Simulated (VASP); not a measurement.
Input of a VASP 6.6.1 run:

Contents of INCAR:

```
SYSTEM = Ga2H2N
ALGO = Normal
EDIFF = 1E-7
ENCUT = 520
GGA = CA
ISIF = 2
ISMEAR = -1
LASPH = .TRUE.
LCHARG = .FALSE.
LREAL = .FALSE.
LWAVE = .FALSE.
NBANDS = 24
NELM = 100
PREC = Accurate
SIGMA = 0.0848
```

Contents of KPOINTS:

```
k-points
0
G
  10 10 8
  0 0 0
```

File POSCAR:

```
Ga2H2N
1.0
    1.9753740000      3.4214450000      0.0000000000
   -1.9753740000      3.4214450000      0.0000000000
    0.0000000000      0.0000000000      4.2257490000
Ga H N
2 2 1
Direct
    0.3333000000      0.3334000000      0.4656000000
    0.6667000000      0.6666000000      0.5344000000
    0.3333000000      0.3334000000      0.1067000000
    0.6667000000      0.6666000000      0.8933000000
    0.0000000000      0.0000000000      0.0000000000
```

Potentials or basis: VASP PAW LDA potentials, release 64 (Ga_d, H, N).

The run is started by

```console
$ cat potpaw_LDA.64/Ga_d/POTCAR potpaw_LDA.64/H/POTCAR potpaw_LDA.64/N/POTCAR > POTCAR
$ mpirun -np 1 vasp_std > vasp.out
```

Problem. What does it give for the largest force?

Solution. 2.310 eV/Å.

Problem. What does it give for the band gap on the k mesh?

Solution. Zero (an odd number of electrons rules out a gap without spin polarisation).

Problem. Estimate the pressure.

Solution. 3.6 GPa.

Forces on the atoms (eV/Å):
```
Ga   0.004 -0.003  0.369
Ga  -0.004  0.003 -0.369
H    0.000  0.000 -2.310
H    0.000  0.000  2.310
N    0.000  0.000  0.000
```

Caveat: the cell stands under pressure; forces of over 1 eV/Å act on the atoms, so gaps and moduli don't describe the material at rest.
